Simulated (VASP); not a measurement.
# Ti4O: single point with PBE

System: Ti4O, a slab with vacuum.

```xyz
5
Lattice="2.9075 0.0000 0.0000 0.0000 4.1119 0.0000 0.0000 0.0000 19.6536" Properties=species:S:1:pos:R:3 pbc="T T T"
Ti    1.4538    2.0559    4.0000
Ti    0.0000    0.0000    5.4538
Ti    1.4538    2.0559    6.7598
Ti    0.0000    0.0000    8.1536
O     0.9692    1.6448    8.5539
```

```json
{"Program": "VASP 6.6.1", "Task": "single point", "Functional": "PBE", "Potentials or basis": "VASP PAW PBE potentials, release 64 (Ti_sv, O)", "Cutoff": "520 eV", "k mesh": "9 × 7 × 1", "Occupations": "gaussian, width 0.1 eV", "Spin": "no spin polarisation"}
```

```yaml
Largest_force: 0.785 eV/Å
Band_gap_on_the_k_mesh: zero (bands 27 and 28 overlap by 0.04 eV)
```

Forces in eV/Å, atoms in the order of the input:
```
Ti  -0.063  0.009  0.034
Ti   0.118  0.011 -0.207
Ti  -0.245  0.200 -0.678
Ti   0.081  0.101  0.774
O    0.109 -0.321  0.077
```

Levels at points of the mesh, in eV from the Fermi level:
| k point | band 23 | band 24 | band 25 | band 26 | band 27 | band 28 | band 29 | band 30 | band 31 | band 32 |
| --- | --- | --- | --- | --- | --- | --- | --- | --- | --- | --- |
| (0.00, 0.00, 0.00) | -1.79 | -1.41 | -0.81 | -0.28 | -0.04 | 0.21 | 0.26 | 0.71 | 0.77 | 1.02 |

It took 17 min on 1 thread of Intel Xeon 8259CL (shared host), peak memory 0.46 GiB.
